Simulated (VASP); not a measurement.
# Be3F2 (R32) in VASP: single point with PBE

Aim: the single point of Be3F2 with PBE.

All numbers are computed with VASP 6.6.1; they aren't measurements. Logs are shortened: lines on timing, memory, paths and dates and some standing lists are left out, and cuts for length are marked.

### Step 1. The cell of the first run

It takes space group R32 (No. 155, trigonal). Conventional cell: a = 4.807 Å, b = 4.807 Å, c = 5.780 Å, α = 90.00°, β = 90.00°, γ = 120.00°. Within 2.5 Å of Be (site symmetry 2) lie 4 F at 1.90 Å and 4 Be at 2.05 to 2.06 Å. Within 2.5 Å of F (site symmetry 3) lie 6 Be at 1.90 Å.

### Step 2. Single point, PBE

Input file INCAR:

```
PREC = Accurate
ENCUT = 520
EDIFF = 1E-7
ISMEAR = 0
SIGMA = 0.1
LREAL = F
LASPH = T
NELM = 100
ALGO = Normal
ISIF = 2
LWAVE = F
LCHARG = F
GGA = PE
NBANDS = 18
```

Input file KPOINTS:

```
Automatic mesh
0
Gamma
  6 6 6
```

Input file POSCAR:

```
Be3F2
1.0
    2.4034968500      1.3876595500      1.9265113900
   -2.4034968500      1.3876595500      1.9265113900
    0.0000000000     -2.7753191000      1.9265113900
Be F
3 2
Direct
    0.2467715700      0.7532284300      0.0000000000
    0.0000000000      0.2467715700      0.7532284300
    0.7532284300      0.0000000000      0.2467715700
    0.2578843500      0.2578843500      0.2578843500
    0.7421156500      0.7421156500      0.7421156500
```

Potentials or basis: VASP PAW PBE potentials, release 64 (Be, F).

Command:

```sh
$ cat potpaw_PBE.64/Be/POTCAR potpaw_PBE.64/F/POTCAR > POTCAR
$ mpirun -np 1 vasp_std > vasp.out
```

OUTCAR:

```text
PREC = Accurate
   ENCUT = 520
   EDIFF = 1E-7
   ISMEAR = 0
   LREAL = F
   LASPH = T
   NELM = 100
   ISIF = 2
   GGA = PE

 ion  position               nearest neighbor table
   1  0.247  0.753  0.000-   4 1.90   5 1.90   4 1.90   5 1.90   3 2.05   2 2.05   2 2.06   3 2.06

   2  0.000  0.247  0.753-   4 1.90   5 1.90   4 1.90   5 1.90   3 2.05   1 2.05   3 2.06   1 2.06

   3  0.753  0.000  0.247-   5 1.90   4 1.90   4 1.90   5 1.90   2 2.05   1 2.05   2 2.06   1 2.06

   4  0.258  0.258  0.258-   2 1.90   1 1.90   3 1.90   2 1.90   3 1.90   1 1.90
   5  0.742  0.742  0.742-   3 1.90   1 1.90   2 1.90   3 1.90   2 1.90   1 1.90

  LATTYP: Found a trigonal (rhomboedric) cell.
 ALAT       =     3.3784378406
 COS(alpha) =    -0.0122440730

  Lattice vectors:

 A1 = (   2.4034968500,   1.3876595500,   1.9265113900)
 A2 = (  -2.4034968500,   1.3876595500,   1.9265113900)
 A3 = (   0.0000000000,  -2.7753191000,   1.9265113900)

Analysis of symmetry for initial positions (statically):
=====================================================================
 Subroutine PRICEL returns:
 Original cell was already a primitive cell.

 Routine SETGRP: Setting up the symmetry group for a
 trigonal (rhombohedral) supercell.

 Subroutine GETGRP returns: Found  6 space group operations
 (whereof  6 operations were pure point group operations)
 out of a pool of 12 trial point group operations.

The static configuration has the point symmetry D_3 .

Analysis of symmetry for dynamics (positions and initial velocities):
=====================================================================
 Subroutine PRICEL returns:
 Original cell was already a primitive cell.

 Routine SETGRP: Setting up the symmetry group for a
 trigonal (rhombohedral) supercell.

 Subroutine GETGRP returns: Found  6 space group operations
 (whereof  6 operations were pure point group operations)
 out of a pool of 12 trial point group operations.

The dynamic configuration has the point symmetry D_3 .

 Subroutine INISYM returns: Found  6 space group operations
 (whereof  6 operations are pure point group operations),
 and found     1 'primitive' translations

----------------------------------------------------------------------------------------

                                     Primitive cell

  volume of cell :      38.5522

  direct lattice vectors                    reciprocal lattice vectors
     2.403496850  1.387659550  1.926511390     0.208030229  0.120106309  0.173024325
    -2.403496850  1.387659550  1.926511390    -0.208030229  0.120106309  0.173024325
     0.000000000 -2.775319100  1.926511390     0.000000000 -0.240212618  0.173024325

  length of vectors
     3.378437845  3.378437845  3.378437841     0.296039725  0.296039725  0.296039725

  position of ions in fractional coordinates (direct lattice)
     0.246771570  0.753228430  0.000000000
     1.000000000  0.246771570  0.753228430
     0.753228430  1.000000000  0.246771570
     0.257884350  0.257884350  0.257884350
     0.742115650  0.742115650  0.742115650

  ion indices of the primitive-cell ions
   primitive index   ion index
                 1           1
                 2           2
                 3           3
                 4           4
                 5           5

----------------------------------------------------------------------------------------

 KPOINTS: Automatic mesh

Automatic generation of k-mesh.
 Grid dimensions read from file:
 generate k-points for:    6    6    6

 Generating k-lattice:

  Cartesian coordinates                     Fractional coordinates (reciprocal lattice)
     0.034671705  0.020017718  0.028837388     0.166666667 -0.000000000 -0.000000000
    -0.034671705  0.020017718  0.028837388    -0.000000000  0.166666667 -0.000000000
     0.000000000 -0.040035436  0.028837388    -0.000000000 -0.000000000  0.166666667

  Length of vectors
     0.049339954  0.049339954  0.049339954

  Shift w.r.t. Gamma in fractional coordinates (k-lattice)
     0.000000000  0.000000000  0.000000000

 Subroutine IBZKPT returns following result:
 ===========================================

 Found     32 irreducible k-points:

 Following reciprocal coordinates:
            Coordinates               Weight
  0.000000  0.000000  0.000000      1.000000
  0.166667  0.000000  0.000000      6.000000
  0.333333 -0.000000  0.000000      6.000000
  0.500000  0.000000  0.000000      3.000000
  0.166667  0.166667  0.000000      6.000000
  0.333333  0.166667  0.000000     12.000000
[... 16 lines left out ...]
  0.500000  0.500000  0.166667      6.000000
 -0.333333  0.500000  0.166667     12.000000
 [... further k-points ...]
   k-points           NKPTS =     32   k-points in BZ     NKDIM =     32   number of bands    NBANDS=     18
   number of dos      NEDOS =    301   number of ions     NIONS =      5
   total plane-waves  NPLWV =  21952
   dimension x,y,z NGX =    28 NGY =   28 NGZ =   28
   dimension x,y,z NGXF=    56 NGYF=   56 NGZF=   56
   ions per type =               3   2
   NGX,Y,Z   is equivalent  to a cutoff of  13.78, 13.78, 13.78 a.u.
   NGXF,Y,Z  is equivalent  to a cutoff of  27.56, 27.56, 27.56 a.u.
 SYSTEM =  unknown system
   PREC   = accura    normal or accurate (medium, high low for compatibility)
   ISTART =      0    job   : 0-new  1-cont  2-samecut
   ICHARG =      2    charge: 1-file 2-atom 10-const
   ISPIN  =      1    spin polarized calculation?
   LNONCOLLINEAR =      F non collinear calculations
   LSORBIT =      F    spin-orbit coupling
   LASPH  =      T    aspherical Exc in radial PAW
   ENCUT  =  520.0 eV  38.22 Ry    6.18 a.u.   6.28  6.28  6.28*2*pi/ulx,y,z
   NELM   =    100;   NELMIN=  2; NELMDL= -5     # of ELM steps
   EDIFF  = 0.1E-06   stopping-criterion for ELM
   LREAL  =      F    real-space projection
   EDIFFG = 0.1E-05   stopping-criterion for IOM
   NSW    =      0    number of steps for IOM
   IBRION =     -1    ionic relax: 0-MD 1-quasi-New 2-CG
   NFREE  =      0    steps in history (QN), initial steepest desc. (CG)
   ISIF   =      2    stress and relaxation
   ISYM   =      2    0-nonsym 1-usesym 2-fastsym
   POTIM  = 0.5000    time-step for ionic-motion
   TEBEG  =    0.0;   TEEND  =   0.0 temperature during run
   PSTRESS=    0.0 pullay stress
   NELECT =      20.0000    total number of electrons
   NUPDOWN=      -1.0000    fix difference up-down
   EMIN   =  10.00;   EMAX   =-10.00  energy-range for DOS
   EFERMI =   0.00;   METHOD = LEGACY
   ISMEAR =     0;   SIGMA  =   0.10  broadening in eV -4-tet -1-fermi 0-gaus
   EFERMI_NEDOS =   21; number of points for ismear=-14 and -15
   IALGO  =     38    algorithm
   IMIX   =      4    mixing-type and parameters
     AMIX     =   0.40;   BMIX     =  1.00
     AMIX_MAG =   1.60;   BMIX_MAG =  1.00
  volume/ion in A,a.u.               =       7.71        52.03
  Fermi-wavevector in a.u.,A,eV,Ry     =   1.315432  2.485806 23.542994  1.730361
  Thomas-Fermi vector in A             =   2.445615
   LORBIT       =      0    0 simple, 1 ext, 2 COOP (PROOUT), +10 PAW based schemes
   GGA     = PE    functional components
   LHFCALC =     F    Hartree Fock is set to
   AEXX    =    0.0000 exact exchange contribution
   IVDW    =     0    specifies the selected vdW correction
   LEPSILON=     F    determine dielectric tensor
   LRPA    =     F    only Hartree local field effects (RPA)
 non-spin polarized calculation
 Gauss-broadening in eV      SIGMA  =   0.10
  energy-cutoff  :      520.00
  volume of cell :       38.55
 maximum number of plane-waves:      1052
 NGX is ok and might be reduce to    28
   NGX = 13   NGY = 13   NGZ = 13

 number of electron      20.0000010 magnetization

 Free energy of the ion-electron system (eV)
  ---------------------------------------------------
  ext. energy  EPLUGINS =         0.00000000
  ---------------------------------------------------
  free energy    TOTEN  =       -11.46434146 eV

  energy without entropy =      -11.45865232  energy(sigma->0) =      -11.46149689

 E-fermi :   8.2327     XC(G=0): -11.0125

 val. band max:        8.1389171265   @ k =  -0.1667   0.1667   0.0000
 cond. band min:       8.2333614028   @ k =   0.1667   0.0000   0.0000
 fundamental gap:      0.0944442764
 Fermi energy:         8.2327185125

 k-point     1 :       0.0000    0.0000    0.0000
  band No.  band energies     occupation
      1     -20.9611      2.00000
      2     -20.1636      2.00000
      3      -3.3602      2.00000
      4      -3.2933      2.00000
      5      -3.2933      2.00000
      6      -1.4237      2.00000
[... 10 lines left out ...]
     17      18.0766      0.00000
     18      18.1987      0.00000

 k-point     2 :       0.1667    0.0000    0.0000
  band No.  band energies     occupation
      1     -20.9016      2.00000
      2     -20.2096      2.00000
      3      -3.4287      2.00000
      4      -3.2149      2.00000
      5      -3.1719      2.00000
      6      -1.8650      2.00000
[... 10 lines left out ...]
     17      17.4355      0.00000
     18      18.7475      0.00000

 k-point     3 :       0.3333   -0.0000    0.0000
  band No.  band energies     occupation
      1     -20.7429      2.00000
      2     -20.3415      2.00000
      3      -3.5550      2.00000
      4      -2.9575      2.00000
      5      -2.8593      2.00000
      6      -2.6011      2.00000
[... 10 lines left out ...]
     17      17.4842      0.00000
     18      19.1599      0.00000

 k-point     4 :       0.5000    0.0000    0.0000
  band No.  band energies     occupation
      1     -20.5373      2.00000
      2     -20.5335      2.00000
      3      -3.5188      2.00000
      4      -3.1709      2.00000
      5      -2.5646      2.00000
      6      -2.5273      2.00000
[... 10 lines left out ...]
     17      17.7143      0.00000
     18      18.7997      0.00000

 k-point     5 :       0.1667    0.1667    0.0000
  band No.  band energies     occupation
      1     -20.8453      2.00000
      2     -20.2503      2.00000
      3      -3.6229      2.00000
      4      -3.1247      2.00000
      5      -3.0286      2.00000
      6      -2.2351      2.00000
[... 10 lines left out ...]
     17      17.5729      0.00000
     18      18.7533      0.00000

 k-point     6 :       0.3333    0.1667    0.0000
  band No.  band energies     occupation
      1     -20.7010      2.00000
      2     -20.3624      2.00000
      3      -3.8293      2.00000
      4      -3.2883      2.00000
      5      -2.7648      2.00000
      6      -2.4151      2.00000
[... 10 lines left out ...]
     17      17.7279      0.00000
     18      19.0041      0.00000

 k-point     7 :       0.5000    0.1667   -0.0000
  band No.  band energies     occupation
      1     -20.5295      2.00000
      2     -20.5173      2.00000
      3      -3.7859      2.00000
      4      -3.6557      2.00000
      5      -2.5094      2.00000
      6      -2.2624      2.00000
[... 10 lines left out ...]
     17      18.1073      0.00000
     18      18.8376      0.00000

 k-point     8 :      -0.3333    0.1667    0.0000
  band No.  band energies     occupation
      1     -20.7109      2.00000
      2     -20.3518      2.00000
      3      -3.8344      2.00000
      4      -3.2181      2.00000
      5      -2.7785      2.00000
      6      -2.5664      2.00000
[... 10 lines left out ...]
     17      17.5321      0.00000
     18      18.7963      0.00000
[... 229 lines left out ...]
     17      18.7442      0.00000
     18      18.8295      0.00000

 k-point    20 :       0.5000    0.3333    0.1667
  band No.  band energies     occupation
      1     -20.4994      2.00000
      2     -20.4757      2.00000
      3      -4.1584      2.00000
      4      -4.0682      2.00000
      5      -2.6702      2.00000
      6      -2.5211      2.00000
[... 10 lines left out ...]
     17      18.2155      0.00000
     18      19.1845      0.00000

 k-point    21 :      -0.3333    0.3333    0.1667
  band No.  band energies     occupation
      1     -20.5941      2.00000
      2     -20.4027      2.00000
      3      -4.0278      2.00000
      4      -3.8322      2.00000
      5      -3.0356      2.00000
      6      -2.1857      2.00000
[... 10 lines left out ...]
     17      18.1013      0.00000
     18      18.6674      0.00000

 k-point    22 :      -0.1667    0.3333    0.1667
  band No.  band energies     occupation
      1     -20.6736      2.00000
      2     -20.3676      2.00000
      3      -3.8207      2.00000
      4      -3.4219      2.00000
      5      -3.1077      2.00000
      6      -2.2370      2.00000
[... 10 lines left out ...]
     17      17.5978      0.00000
     18      18.5710      0.00000

 k-point    23 :       0.5000    0.5000    0.1667
  band No.  band energies     occupation
      1     -20.4858      2.00000
      2     -20.4652      2.00000
      3      -4.3116      2.00000
      4      -4.2017      2.00000
      5      -2.5532      2.00000
      6      -2.4487      2.00000
[... 10 lines left out ...]
     17      18.1660      0.00000
     18      19.4895      0.00000

 k-point    24 :      -0.3333    0.5000    0.1667
  band No.  band energies     occupation
      1     -20.4936      2.00000
      2     -20.4815      2.00000
      3      -4.1416      2.00000
      4      -4.0452      2.00000
      5      -2.6642      2.00000
      6      -2.4883      2.00000
[... 10 lines left out ...]
     17      17.8214      0.00000
     18      19.4466      0.00000

 [... further k-points ...]
[... 5 lines left out ...]
  --------------------------------------------------------------------------------------
  -------------------------------------------------------------------------------------
  Total       10.5882963     10.5882963     21.9588000      0.0000000      0.0000000      0.0000000
  in kB      440.0351325    440.0351304    912.5777340      0.0000000      0.0000000      0.0000000
  external PRESSURE =     597.5493323 kB  Pullay stress =       0.0000000 kB

 VOLUME and BASIS-vectors are now :
 -----------------------------------------------------------------------------
  energy-cutoff  :      520.00
  volume of cell :       38.55
      direct lattice vectors                 reciprocal lattice vectors
     2.403496850  1.387659550  1.926511390     0.208030229  0.120106309  0.173024325
    -2.403496850  1.387659550  1.926511390    -0.208030229  0.120106309  0.173024325
     0.000000000 -2.775319100  1.926511390     0.000000000 -0.240212618  0.173024325

 POSITION                                       TOTAL-FORCE (eV/Angst)
 -----------------------------------------------------------------------------------
     -1.21727      1.38766      1.92651         1.942211     -0.000000     -0.000000
     -0.59311     -1.74801      1.92651        -0.971106      1.682004      0.000000
      1.81038      0.36035      1.92651        -0.971106     -1.682004      0.000000
      0.00000      0.00000      1.49045        -0.000000     -0.000000      2.918734
      0.00000      0.00000      4.28908        -0.000000      0.000000     -2.918734
 -----------------------------------------------------------------------------------
    total drift:                                0.000000     -0.000000      0.000000

  FREE ENERGIE OF THE ION-ELECTRON SYSTEM (eV)
  ---------------------------------------------------
  free  energy   TOTEN  =       -11.4643414619 eV

  energy  without entropy=      -11.4586523229  energy(sigma->0) =      -11.46149689
```

Run time: 24 s. Hardware: 1 thread of AMD EPYC 7R43 (Zen 3), shared host; peak memory 0.11 GiB.

Results:

```yaml
Free_energy: -11.4643 eV
Pressure: 59.8 GPa
Largest_force: 2.919 eV/Å
Band_gap_on_the_k_mesh: zero (band 10 reaches 8.83 eV, above the bottom of band 11 at 7.74 eV)
```

Forces on the atoms (eV/Å):
```
Be   1.942  0.000  0.000
Be  -0.971  1.682  0.000
Be  -0.971 -1.682  0.000
F    0.000  0.000  2.919
F    0.000  0.000 -2.919
```

Stress tensor (GPa, compression positive):
```
44.00  0.00  0.00
 0.00 44.00  0.00
 0.00  0.00 91.26
```

Caveat: forces of over 1 eV/Å act on the atoms, so gaps and moduli don't describe the material at rest.
